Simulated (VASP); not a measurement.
# Cu (I4/mmm) in VASP: single point with PBE

Aim: the single point of Cu with PBE.

Everything below comes from runs of VASP 6.6.1. Logs are shortened: lines on timing, memory, paths and dates and some standing lists are left out, and cuts for length are marked.

## (1) The cell of the first run

Symmetry: I4/mmm, No. 139, tetragonal system. The conventional cell has a = 2.633 Å, b = 2.633 Å, c = 3.507 Å, α = 90.00°, β = 90.00°, γ = 90.00°. Within 3.4 Å of Cu (site symmetry 4/mmm) lie 12 Cu at 2.56 to 2.63 Å.

## (2) Single point, PBE (strain +0.030 along x and y, -0.030 along z)

Input file INCAR:

```
PREC = Accurate
ENCUT = 520
EDIFF = 1E-6
ISMEAR = 0
SIGMA = 0.15
LREAL = F
LASPH = T
NELM = 100
ALGO = Fast
ISIF = 2
LWAVE = F
LCHARG = T
GGA = PE
LELF = T
LVHAR = T
NBANDS = 12
```

Input file KPOINTS:

```
regular mesh
0
Gamma
  22 22 22
```

Input file POSCAR:

```
Cu
1.0
    0.0000000000      1.8617250000      1.7532750000
    1.8617250000      0.0000000000      1.7532750000
    1.8617250000      1.8617250000      0.0000000000
Cu
1
Direct
    0.0000000000      0.0000000000      0.0000000000
```

Potentials or basis: VASP PAW PBE potentials, release 64 (Cu).

Started as:

```
> cat potpaw_PBE.64/Cu/POTCAR > POTCAR
> mpirun -np 1 vasp_std > vasp.out
```

OUTCAR:

```text
PREC = Accurate
   ENCUT = 520
   EDIFF = 1E-6
   ISMEAR = 0
   LREAL = F
   LASPH = T
   NELM = 100
   ISIF = 2
   GGA = PE

 ion  position               nearest neighbor table
   1  0.000  0.000  0.000-

  LATTYP: Found a body centered tetragonal cell.
 ALAT       =     2.6328767444
 C/A-ratio  =     1.3318321898

  Lattice vectors:

 A1 = (   0.0000000000,  -1.8617250000,  -1.7532750000)
 A2 = (   0.0000000000,   1.8617250000,  -1.7532750000)
 A3 = (   1.8617250000,   0.0000000000,   1.7532750000)

Analysis of symmetry for initial positions (statically):
=====================================================================
 Subroutine PRICEL returns:
 Original cell was already a primitive cell.

 Routine SETGRP: Setting up the symmetry group for a
 body centered tetragonal supercell.

 Subroutine GETGRP returns: Found 16 space group operations
 (whereof 16 operations were pure point group operations)
 out of a pool of 16 trial point group operations.

The static configuration has the point symmetry D_4h.

Analysis of symmetry for dynamics (positions and initial velocities):
=====================================================================
 Subroutine PRICEL returns:
 Original cell was already a primitive cell.

 Routine SETGRP: Setting up the symmetry group for a
 body centered tetragonal supercell.

 Subroutine GETGRP returns: Found 16 space group operations
 (whereof 16 operations were pure point group operations)
 out of a pool of 16 trial point group operations.

The dynamic configuration has the point symmetry D_4h.

 Subroutine INISYM returns: Found 16 space group operations
 (whereof 16 operations are pure point group operations),
 and found     1 'primitive' translations

----------------------------------------------------------------------------------------

                                     Primitive cell

  volume of cell :      12.1538

  direct lattice vectors                    reciprocal lattice vectors
     0.000000000  1.861725000  1.753275000    -0.268568129  0.268568129  0.285180591
     1.861725000  0.000000000  1.753275000     0.268568129 -0.268568129  0.285180591
     1.861725000  1.861725000  0.000000000     0.268568129  0.268568129 -0.285180591

  length of vectors
     2.557341041  2.557341041  2.632876744     0.474958576  0.474958576  0.474958576

  position of ions in fractional coordinates (direct lattice)
     0.000000000  0.000000000  0.000000000

  ion indices of the primitive-cell ions
   primitive index   ion index
                 1           1

----------------------------------------------------------------------------------------

 KPOINTS: regular mesh

Automatic generation of k-mesh.
 Grid dimensions read from file:
 generate k-points for:   22   22   22

 Generating k-lattice:

  Cartesian coordinates                     Fractional coordinates (reciprocal lattice)
    -0.012207642  0.012207642  0.012962754     0.045454545 -0.000000000  0.000000000
     0.012207642 -0.012207642  0.012962754    -0.000000000  0.045454545  0.000000000
     0.012207642  0.012207642 -0.012962754     0.000000000  0.000000000  0.045454545

  Length of vectors
     0.021589026  0.021589026  0.021589026

  Shift w.r.t. Gamma in fractional coordinates (k-lattice)
     0.000000000  0.000000000  0.000000000

 Subroutine IBZKPT returns following result:
 ===========================================

 Found    834 irreducible k-points:

 Following reciprocal coordinates:
            Coordinates               Weight
  0.000000  0.000000  0.000000      1.000000
  0.045455  0.000000  0.000000      8.000000
  0.090909  0.000000  0.000000      8.000000
  0.136364  0.000000  0.000000      8.000000
  0.181818  0.000000  0.000000      8.000000
  0.227273  0.000000  0.000000      8.000000
[... 16 lines left out ...]
  0.500000  0.045455  0.000000      8.000000
 -0.454545  0.045455  0.000000      8.000000
 [... further k-points ...]
   k-points           NKPTS =    834   k-points in BZ     NKDIM =    834   number of bands    NBANDS=     12
   number of dos      NEDOS =    301   number of ions     NIONS =      1
   total plane-waves  NPLWV =   8000
   dimension x,y,z NGX =    20 NGY =   20 NGZ =   20
   dimension x,y,z NGXF=    40 NGYF=   40 NGZF=   40
   ions per type =               1
   NGX,Y,Z   is equivalent  to a cutoff of  13.00, 13.00, 12.63 a.u.
   NGXF,Y,Z  is equivalent  to a cutoff of  26.00, 26.00, 25.26 a.u.
 SYSTEM =  unknown system
   PREC   = accura    normal or accurate (medium, high low for compatibility)
   ISTART =      0    job   : 0-new  1-cont  2-samecut
   ICHARG =      2    charge: 1-file 2-atom 10-const
   ISPIN  =      1    spin polarized calculation?
   LNONCOLLINEAR =      F non collinear calculations
   LSORBIT =      F    spin-orbit coupling
   LASPH  =      T    aspherical Exc in radial PAW
   ENCUT  =  520.0 eV  38.22 Ry    6.18 a.u.   4.75  4.75  4.90*2*pi/ulx,y,z
   NELM   =    100;   NELMIN=  2; NELMDL= -5     # of ELM steps
   EDIFF  = 0.1E-05   stopping-criterion for ELM
   LREAL  =      F    real-space projection
   EDIFFG = 0.1E-04   stopping-criterion for IOM
   NSW    =      0    number of steps for IOM
   IBRION =     -1    ionic relax: 0-MD 1-quasi-New 2-CG
   NFREE  =      0    steps in history (QN), initial steepest desc. (CG)
   ISIF   =      2    stress and relaxation
   ISYM   =      2    0-nonsym 1-usesym 2-fastsym
   POTIM  = 0.5000    time-step for ionic-motion
   TEBEG  =    0.0;   TEEND  =   0.0 temperature during run
   PSTRESS=    0.0 pullay stress
   NELECT =      11.0000    total number of electrons
   NUPDOWN=      -1.0000    fix difference up-down
   EMIN   =  10.00;   EMAX   =-10.00  energy-range for DOS
   EFERMI =   0.00;   METHOD = LEGACY
   ISMEAR =     0;   SIGMA  =   0.15  broadening in eV -4-tet -1-fermi 0-gaus
   EFERMI_NEDOS =   21; number of points for ismear=-14 and -15
   IALGO  =     68    algorithm
   IMIX   =      4    mixing-type and parameters
     AMIX     =   0.40;   BMIX     =  1.00
     AMIX_MAG =   1.60;   BMIX_MAG =  1.00
  volume/ion in A,a.u.               =      12.15        82.02
  Fermi-wavevector in a.u.,A,eV,Ry     =   1.583563  2.992500 34.118948  2.507672
  Thomas-Fermi vector in A             =   2.683314
   LORBIT       =      0    0 simple, 1 ext, 2 COOP (PROOUT), +10 PAW based schemes
   GGA     = PE    functional components
   LHFCALC =     F    Hartree Fock is set to
   AEXX    =    0.0000 exact exchange contribution
   IVDW    =     0    specifies the selected vdW correction
   LEPSILON=     F    determine dielectric tensor
   LRPA    =     F    only Hartree local field effects (RPA)
 non-spin polarized calculation
 RMM-DIIS sequential band-by-band and
 Gauss-broadening in eV      SIGMA  =   0.15
  energy-cutoff  :      520.00
  volume of cell :       12.15
 maximum number of plane-waves:       344
   NGX =  9   NGY =  9   NGZ =  9

 number of electron      10.9999996 magnetization

 Free energy of the ion-electron system (eV)
  ---------------------------------------------------
  ext. energy  EPLUGINS =         0.00000000
  ---------------------------------------------------
  free energy    TOTEN  =        -3.72544326 eV

  energy without entropy =       -3.72248584  energy(sigma->0) =       -3.72396455

 E-fermi :   7.2360     XC(G=0): -12.5603

 val. band max:        7.2221057428   @ k =  -0.4545  -0.0000   0.0909
 cond. band min:       7.2494653102   @ k =   0.5000   0.3182   0.1818
 fundamental gap:      0.0273595673
 Fermi energy:         7.2359890674

 k-point     1 :       0.0000    0.0000    0.0000
  band No.  band energies     occupation
      1      -1.8990      2.00000
      2       4.2139      2.00000
      3       4.2139      2.00000
      4       4.4753      2.00000
      5       4.9381      2.00000
      6       5.2018      2.00000
      7      29.6685      0.00000
      8      31.9930      0.00000
      9      31.9930      0.00000
     10      32.2031      0.00000
     11      34.4443      0.00000
     12      34.5978      0.00000

 k-point     2 :       0.0455    0.0000    0.0000
  band No.  band energies     occupation
      1      -1.8250      2.00000
      2       4.2100      2.00000
      3       4.2277      2.00000
      4       4.4772      2.00000
      5       4.9349      2.00000
      6       5.1944      2.00000
      7      29.2450      0.00000
      8      30.9938      0.00000
      9      31.7145      0.00000
     10      31.9026      0.00000
     11      34.8401      0.00000
     12      34.9701      0.00000

 k-point     3 :       0.0909    0.0000    0.0000
  band No.  band energies     occupation
      1      -1.6047      2.00000
      2       4.1918      2.00000
      3       4.2647      2.00000
      4       4.4895      2.00000
      5       4.9297      2.00000
      6       5.1748      2.00000
      7      27.4846      0.00000
      8      30.3543      0.00000
      9      31.1413      0.00000
     10      31.4375      0.00000
     11      35.6584      0.00000
     12      35.7785      0.00000

 k-point     4 :       0.1364    0.0000    0.0000
  band No.  band energies     occupation
      1      -1.2430      2.00000
      2       4.1518      2.00000
      3       4.3096      2.00000
      4       4.5187      2.00000
      5       4.9365      2.00000
      6       5.1524      2.00000
      7      25.1853      0.00000
      8      30.0737      0.00000
      9      30.5296      0.00000
     10      31.0173      0.00000
     11      36.0151      0.00000
     12      36.3384      0.00000

 k-point     5 :       0.1818    0.0000    0.0000
  band No.  band energies     occupation
      1      -0.7504      2.00000
      2       4.0993      2.00000
      3       4.3389      2.00000
      4       4.5536      2.00000
      5       4.9765      2.00000
      6       5.1432      2.00000
      7      22.8507      0.00000
      8      29.7194      0.00000
      9      29.9601      0.00000
     10      30.7268      0.00000
     11      35.6228      0.00000
     12      35.7223      0.00000

 k-point     6 :       0.2273    0.0000    0.0000
  band No.  band energies     occupation
      1      -0.1462      2.00000
      2       4.0597      2.00000
      3       4.3350      2.00000
      4       4.5711      2.00000
      5       5.0639      2.00000
      6       5.1666      2.00000
      7      20.5767      0.00000
      8      29.2866      0.00000
      9      29.4539      0.00000
     10      30.5290      0.00000
     11      34.5417      0.00000
     12      35.4021      0.00000

 k-point     7 :       0.2727    0.0000    0.0000
  band No.  band energies     occupation
      1       0.5321      2.00000
      2       4.0748      2.00000
      3       4.3011      2.00000
      4       4.5585      2.00000
      5       5.1900      2.00000
      6       5.2297      2.00000
      7      18.3979      0.00000
      8      28.8355      0.00000
      9      29.0154      0.00000
     10      30.3894      0.00000
     11      33.5361      0.00000
     12      34.9670      0.00000

 k-point     8 :       0.3182    0.0000    0.0000
  band No.  band energies     occupation
      1       1.2111      2.00000
      2       4.2145      2.00000
      3       4.2519      2.00000
      4       4.5240      2.00000
      5       5.3188      2.00000
      6       5.3328      2.00000
      7      16.3395      0.00000
      8      28.4085      0.00000
      9      28.6448      0.00000
     10      30.3139      0.00000
     11      32.6817      0.00000
     12      34.3643      0.00000
[... 166 lines left out ...]
 k-point    20 :       0.3636    0.0455    0.0000
  band No.  band energies     occupation
      1       1.6878      2.00000
      2       4.2426      2.00000
      3       4.3596      2.00000
      4       4.4785      2.00000
      5       5.4314      2.00000
      6       5.4897      2.00000
      7      14.9986      0.00000
      8      27.1608      0.00000
      9      27.6077      0.00000
     10      31.5906      0.00000
     11      33.3973      0.00000
     12      33.5742      0.00000

 k-point    21 :       0.4091    0.0455    0.0000
  band No.  band energies     occupation
      1       2.0912      2.00000
      2       4.1979      2.00000
      3       4.4315      2.00000
      4       4.7890      2.00000
      5       5.5958      2.00000
      6       5.6888      2.00000
      7      13.2322      0.00000
      8      27.0714      0.00000
      9      27.4173      0.00000
     10      30.8429      0.00000
     11      32.7328      0.00000
     12      33.2906      0.00000

 k-point    22 :       0.4545    0.0455    0.0000
  band No.  band energies     occupation
      1       2.2903      2.00000
      2       4.1649      2.00000
      3       4.3970      2.00000
      4       5.1550      2.00000
      5       5.6632      2.00000
      6       6.1658      2.00000
      7      11.7707      0.00000
      8      27.1241      0.00000
      9      27.3254      0.00000
     10      30.1084      0.00000
     11      32.2060      0.00000
     12      33.2243      0.00000

 k-point    23 :       0.5000    0.0455    0.0000
  band No.  band energies     occupation
      1       2.3585      2.00000
      2       4.1483      2.00000
      3       4.3788      2.00000
      4       5.3049      2.00000
      5       5.6823      2.00000
      6       6.6186      2.00000
      7      10.9328      0.00000
      8      27.3279      0.00000
      9      27.3458      0.00000
     10      29.4628      0.00000
     11      31.8162      0.00000
     12      33.3002      0.00000

 k-point    24 :      -0.4545    0.0455    0.0000
  band No.  band energies     occupation
      1       2.3393      2.00000
      2       4.1506      2.00000
      3       4.3795      2.00000
      4       5.3048      2.00000
      5       5.6500      2.00000
      6       6.4577      2.00000
      7      11.1936      0.00000
      8      27.4862      0.00000
      9      27.6861      0.00000
     10      28.9385      0.00000
     11      31.5628      0.00000
     12      33.4698      0.00000

 [... further k-points ...]
[... 5 lines left out ...]
  --------------------------------------------------------------------------------------
  -------------------------------------------------------------------------------------
  Total       -0.1820830     -0.1820830      0.0204812      0.0000000      0.0000000     -0.0000000
  in kB      -24.0031895    -24.0031895      2.6999418      0.0000000      0.0000000     -0.0000000
  external PRESSURE =     -15.1021457 kB  Pullay stress =       0.0000000 kB

 VOLUME and BASIS-vectors are now :
 -----------------------------------------------------------------------------
  energy-cutoff  :      520.00
  volume of cell :       12.15
      direct lattice vectors                 reciprocal lattice vectors
     0.000000000  1.861725000  1.753275000    -0.268568129  0.268568129  0.285180591
     1.861725000  0.000000000  1.753275000     0.268568129 -0.268568129  0.285180591
     1.861725000  1.861725000  0.000000000     0.268568129  0.268568129 -0.285180591

 POSITION                                       TOTAL-FORCE (eV/Angst)
 -----------------------------------------------------------------------------------
      0.00000      0.00000      0.00000         0.000000      0.000000      0.000000
 -----------------------------------------------------------------------------------
    total drift:                                0.000000      0.000000      0.000000

  FREE ENERGIE OF THE ION-ELECTRON SYSTEM (eV)
  ---------------------------------------------------
  free  energy   TOTEN  =        -3.7254432600 eV

  energy  without entropy=       -3.7224858420  energy(sigma->0) =       -3.72396455
```

Run time: 52 s. Hardware: 1 thread of Intel Xeon 6975P-C (Granite Rapids), shared host; peak memory 0.22 GiB.

What came out:

* Free energy: -3.7254 eV
* Pressure: -1.5 GPa

Caveat: the cell differs from its parent crystal (strain +0.030 along x and y, -0.030 along z).
